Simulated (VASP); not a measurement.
Crystal: TaAs.

```
CELL_PARAMETERS angstrom
2.66992 0.00000 0.00000
0.00000 2.66992 0.00000
0.00000 0.00000 5.40309
ATOMIC_POSITIONS crystal
Ta 0.00000 0.00000 0.00000
As 0.00000 0.00000 0.50000
```

The cell was generated, and may not be a known phase.

- Program: VASP 6.6.1
- Task: relaxation of cell and atoms
- Functional: PBE
- Potentials or basis: VASP PAW PBE potentials, release 64 (Ta_pv, As)
- Cutoff: 600 eV
- k mesh: 6 × 6 × 4
- Occupations: gaussian, width 0.1 eV
- Spin: no spin polarisation

At the start: pressure 5.9 GPa; volume 19.26 Å³/atom.

Task: How do energy, volume and symmetry change on relaxing?

Result: Over 8 steps the energy falls by 55.5 meV/atom and the volume is 20.24 Å³/atom (+5.1 %); space group P4/mmm (No. 123, to 0.1 Å) before and after.

Step by step:
| step | energy change (eV) | largest force (eV/Å) | pressure (GPa) | volume (Å³) |
| --- | --- | --- | --- | --- |
| 1 | 0.0000 | 0.0000 | 5.88 | 38.52 |
| 2 | -0.0740 | 0.0000 | -5.50 | 42.51 |
| 3 | -0.0952 | 0.0000 | -2.62 | 41.15 |
| 4 | -0.0954 | 0.0000 | -2.29 | 41.02 |
| 5 | -0.1070 | 0.0000 | 1.70 | 40.02 |
| 6 | -0.1110 | 0.0000 | 0.29 | 40.34 |
| 7 | -0.1110 | 0.0000 | 0.35 | 40.32 |
| 8 | -0.1111 | 0.0000 | 0.03 | 40.48 |

Final structure:
```
CELL_PARAMETERS angstrom
2.78443 0.00000 0.00000
0.00000 2.78443 0.00000
0.00000 0.00000 5.22105
ATOMIC_POSITIONS crystal
Ta 0.00000 0.00000 0.00000
As 0.00000 0.00000 0.50000
```

Caveat: the k points lie up to 0.38 Å⁻¹ apart in the final cell, too coarse for converged energies and pressures of a metal.
